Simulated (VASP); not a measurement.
# TiC (Fm-3m) in VASP: settings compared

The runs below take TiC through single point, with PBE, BLYP+D3(BJ), RPBE, LDA.

Everything below comes from runs of VASP 6.6.1. Logs are shortened: lines on timing, memory, paths and dates and some standing lists are left out, and cuts for length are marked.

### 1 The cell of the first run

It takes space group Fm-3m (No. 225, cubic). Conventional cell: a = 4.331 Å, b = 4.331 Å, c = 4.331 Å, α = 90.00°, β = 90.00°, γ = 90.00°. Within 2.9 Å of Ti (site symmetry m-3m) lie 6 C at 2.17 Å. C (site symmetry m-3m) has 6 Ti at 2.17 Å within 2.9 Å.

### 2 Single point, PBE

INCAR

```
ALGO     = Normal         # electronic algorithm
EDIFF    = 1E-7           # SCF threshold, eV
ENCUT    = 520            # plane-wave cutoff, eV
GGA      = PE             # functional
ISIF     = 2              # what is computed and relaxed
ISMEAR   = -1             # smearing method
LASPH    = True           # aspherical terms in the spheres
LCHARG   = False          # write CHGCAR
LREAL    = False          # projectors in reciprocal space
LWAVE    = False          # write WAVECAR
NBANDS   = 15             # bands
NELM     = 80             # most SCF steps
PREC     = Accurate       # precision mode
SIGMA    = 0.03           # smearing width, eV
```

KPOINTS

```
k-points
0
Gamma
  7 7 7
```

POSCAR

```
TiC
1.0
    0.0000000000      2.1657188437      2.1657188437
    2.1657188437      0.0000000000      2.1657188437
    2.1657188437      2.1657188437      0.0000000000
Ti C
1 1
Direct
    0.0000000000      0.0000000000      0.0000000000
    0.5000000000      0.5000000000      0.5000000000
```

Potentials or basis: VASP PAW PBE potentials, release 64 (Ti_sv, C).

Launch:

```
$ cat potpaw_PBE.64/Ti_sv/POTCAR potpaw_PBE.64/C/POTCAR > POTCAR
$ mpirun -np 1 vasp_std > vasp.out
```

OUTCAR:

```text
EDIFF = 1E-7
   ENCUT = 520
   GGA = PE
   ISIF = 2
   ISMEAR = -1
   LASPH = True
   LREAL = False
   NELM = 80
   PREC = Accurate

 ion  position               nearest neighbor table
   1  0.000  0.000  0.000-   2 2.17   2 2.17   2 2.17   2 2.17   2 2.17   2 2.17
   2  0.500  0.500  0.500-   1 2.17   1 2.17   1 2.17   1 2.17   1 2.17   1 2.17

  LATTYP: Found a face centered cubic cell.
 ALAT       =     4.3314376874

  Lattice vectors:

 A1 = (   0.0000000000,   2.1657188437,   2.1657188437)
 A2 = (   2.1657188437,   0.0000000000,   2.1657188437)
 A3 = (   2.1657188437,   2.1657188437,   0.0000000000)

Analysis of symmetry for initial positions (statically):
=====================================================================
 Subroutine PRICEL returns:
 Original cell was already a primitive cell.

 Routine SETGRP: Setting up the symmetry group for a
 face centered cubic supercell.

 Subroutine GETGRP returns: Found 48 space group operations
[... 9 lines left out ...]

 Routine SETGRP: Setting up the symmetry group for a
 face centered cubic supercell.

 Subroutine GETGRP returns: Found 48 space group operations
[... 11 lines left out ...]
                                     Primitive cell

  volume of cell :      20.3159

  direct lattice vectors                    reciprocal lattice vectors
     0.000000000  2.165718844  2.165718844    -0.230870227  0.230870227  0.230870227
     2.165718844  0.000000000  2.165718844     0.230870227 -0.230870227  0.230870227
     2.165718844  2.165718844  0.000000000     0.230870227  0.230870227 -0.230870227

  length of vectors
     3.062788961  3.062788961  3.062788961     0.399878962  0.399878962  0.399878962

  position of ions in fractional coordinates (direct lattice)
[... 8 lines left out ...]
----------------------------------------------------------------------------------------

 KPOINTS: k-points

Automatic generation of k-mesh.
 Grid dimensions read from file:
 generate k-points for:    7    7    7

 Generating k-lattice:

  Cartesian coordinates                     Fractional coordinates (reciprocal lattice)
    -0.032981461  0.032981461  0.032981461     0.142857143  0.000000000  0.000000000
     0.032981461 -0.032981461  0.032981461     0.000000000  0.142857143  0.000000000
     0.032981461  0.032981461 -0.032981461     0.000000000  0.000000000  0.142857143

  Length of vectors
     0.057125566  0.057125566  0.057125566

[... 52 lines left out ...]
   IBRION =     -1    ionic relax: 0-MD 1-quasi-New 2-CG
   NFREE  =      0    steps in history (QN), initial steepest desc. (CG)
   ISIF   =      2    stress and relaxation
   ISYM   =      2    0-nonsym 1-usesym 2-fastsym
   POTIM  = 0.5000    time-step for ionic-motion
   TEBEG  =    0.0;   TEEND  =   0.0 temperature during run
   PSTRESS=    0.0 pullay stress
   NELECT =      16.0000    total number of electrons
   NUPDOWN=      -1.0000    fix difference up-down
   EMIN   =  10.00;   EMAX   =-10.00  energy-range for DOS
   EFERMI =   0.00;   METHOD = LEGACY
   ISMEAR =    -1;   SIGMA  =   0.03  broadening in eV -4-tet -1-fermi 0-gaus
   EFERMI_NEDOS =   21; number of points for ismear=-14 and -15
   IALGO  =     38    algorithm
   IMIX   =      4    mixing-type and parameters
     AMIX     =   0.40;   BMIX     =  1.00
     AMIX_MAG =   1.60;   BMIX_MAG =  1.00
  volume/ion in A,a.u.               =      10.16        68.55
  Fermi-wavevector in a.u.,A,eV,Ry     =   1.511829  2.856943 31.097854  2.285628
  Thomas-Fermi vector in A             =   2.621834
   LORBIT       =      0    0 simple, 1 ext, 2 COOP (PROOUT), +10 PAW based schemes
   GGA     = PE    functional components
   LHFCALC =     F    Hartree Fock is set to
   AEXX    =    0.0000 exact exchange contribution
   IVDW    =     0    specifies the selected vdW correction
   LEPSILON=     F    determine dielectric tensor
   LRPA    =     F    only Hartree local field effects (RPA)
 non-spin polarized calculation
  energy-cutoff  :      520.00
  volume of cell :       20.32
 maximum number of plane-waves:       556
   NGX = 11   NGY = 11   NGZ = 11

 number of electron      16.0000000 magnetization

 Free energy of the ion-electron system (eV)
  ---------------------------------------------------
  ext. energy  EPLUGINS =         0.00000000
  ---------------------------------------------------
  free energy    TOTEN  =       -18.70307910 eV

  energy without entropy =      -18.70034260  energy(sigma->0) =      -18.70171085

 E-fermi :   9.3216     XC(G=0): -12.6974

 val. band max:        9.3149972681   @ k =   0.1429   0.1429   0.0000
 cond. band min:       9.5752130160   @ k =   0.1429   0.1429   0.0000
 fundamental gap:      0.2602157479
 Fermi energy:         9.3216355460

 k-point     1 :       0.0000    0.0000    0.0000
  band No.  band energies     occupation
      1     -47.1827      2.00000
      2     -23.2065      2.00000
      3     -23.2065      2.00000
      4     -23.2065      2.00000
      5      -2.9798      2.00000
      6      10.1024      0.00000
      7      10.1024      0.00000
      8      10.1024      0.00000
      9      11.0975      0.00000
     10      11.0975      0.00000
     11      11.0975      0.00000
     12      11.1211      0.00000
     13      11.1211      0.00000
     14      19.8996      0.00000
[... 329 lines left out ...]
      2     -23.5266      2.00000
      3     -23.5052      2.00000
      4     -23.3522      2.00000
      5      -0.0683      2.00000
      6       5.8503      2.00000
      7       6.1836      2.00000
      8       7.0951      2.00000
      9      11.7409      0.00000
     10      12.3443      0.00000
     11      13.1073      0.00000
     12      14.6924      0.00000
     13      14.9557      0.00000
     14      22.6600      0.00000
     15      23.2761      0.00000

------------------------ aborting loop because EDIFF is reached ----------------------------------------

  FORCE on cell =-STRESS in cart. coord.  units (eV):
  Direction    XX          YY          ZZ          XY          YZ          ZX
  --------------------------------------------------------------------------------------
  -------------------------------------------------------------------------------------
  Total        0.0754281      0.0754281      0.0754281     -0.0000000      0.0000000     -0.0000000
  in kB        5.9484992      5.9484992      5.9484992     -0.0000000      0.0000000     -0.0000000
  external PRESSURE =       5.9484992 kB  Pullay stress =       0.0000000 kB

 VOLUME and BASIS-vectors are now :
 -----------------------------------------------------------------------------
  energy-cutoff  :      520.00
  volume of cell :       20.32
      direct lattice vectors                 reciprocal lattice vectors
     0.000000000  2.165718844  2.165718844    -0.230870227  0.230870227  0.230870227
     2.165718844  0.000000000  2.165718844     0.230870227 -0.230870227  0.230870227
     2.165718844  2.165718844  0.000000000     0.230870227  0.230870227 -0.230870227

 POSITION                                       TOTAL-FORCE (eV/Angst)
 -----------------------------------------------------------------------------------
      0.00000      0.00000      0.00000        -0.000000     -0.000000     -0.000000
      2.16572      2.16572      2.16572         0.000000      0.000000      0.000000
 -----------------------------------------------------------------------------------
    total drift:                                0.000000     -0.000000     -0.000000

  FREE ENERGIE OF THE ION-ELECTRON SYSTEM (eV)
  ---------------------------------------------------
  free  energy   TOTEN  =       -18.7030790987 eV

  energy  without entropy=      -18.7003425981  energy(sigma->0) =      -18.70171085
```

OSZICAR:

```text
N       E                     dE             d eps       ncg     rms          rms(c)
DAV:   1     0.120003938268E+03    0.12000E+03   -0.81761E+03   600   0.128E+03
DAV:   2    -0.166061795390E+02   -0.13661E+03   -0.12601E+03   663   0.335E+02
DAV:   3    -0.240562664702E+02   -0.74501E+01   -0.73171E+01   802   0.767E+01
DAV:   4    -0.243135680533E+02   -0.25730E+00   -0.25709E+00   718   0.130E+01
DAV:   5    -0.243193359362E+02   -0.57679E-02   -0.57671E-02   800   0.180E+00    0.183E+01
DAV:   6    -0.193395429964E+02    0.49798E+01   -0.11998E+01   857   0.563E+01    0.699E+00
DAV:   7    -0.187422881560E+02    0.59725E+00   -0.22627E+00   707   0.208E+01    0.490E+00
DAV:   8    -0.187158009069E+02    0.26487E-01   -0.10376E-01   656   0.347E+00    0.339E+00
DAV:   9    -0.187067703907E+02    0.90305E-02   -0.95667E-02   827   0.430E+00    0.750E-01
DAV:  10    -0.187052472183E+02    0.15232E-02   -0.11566E-02   764   0.137E+00    0.637E-01
DAV:  11    -0.187032994130E+02    0.19478E-02   -0.32307E-03   670   0.759E-01    0.186E-01
DAV:  12    -0.187031015359E+02    0.19788E-03   -0.45950E-04   931   0.289E-01    0.502E-02
DAV:  13    -0.187030790417E+02    0.22494E-04   -0.62525E-05   722   0.849E-02    0.974E-03
DAV:  14    -0.187030795783E+02   -0.53665E-06   -0.39947E-06   670   0.212E-02    0.471E-03
DAV:  15    -0.187030791869E+02    0.39144E-06   -0.14650E-06   621   0.217E-02    0.379E-03
DAV:  16    -0.187030790987E+02    0.88246E-07   -0.12871E-07   513   0.683E-03
   1 F= -.18703079E+02 E0= -.18701711E+02  d E =-.273650E-02
```

Run time: 7.2 s. Hardware: 1 thread of Intel Xeon Platinum 8259CL at 2.50GHz (Skylake/Cascade Lake), shared host; peak memory 0.14 GiB.

Results:

```
Free energy            : -18.7031 eV
Pressure               : 0.6 GPa
Band gap on the k mesh : zero (band 8 reaches 10.10 eV, above the bottom of band 9 at 9.01 eV)
```

Levels at points of the mesh, in eV from the Fermi level:
| k point | band 5 | band 6 | band 7 | band 8 | band 9 | band 10 | band 11 | band 12 |
| --- | --- | --- | --- | --- | --- | --- | --- | --- |
| (0.00, 0.00, 0.00) | -12.30 | 0.78 | 0.78 | 0.78 | 1.78 | 1.78 | 1.78 | 1.80 |

(Continued in part 2 of 2.)
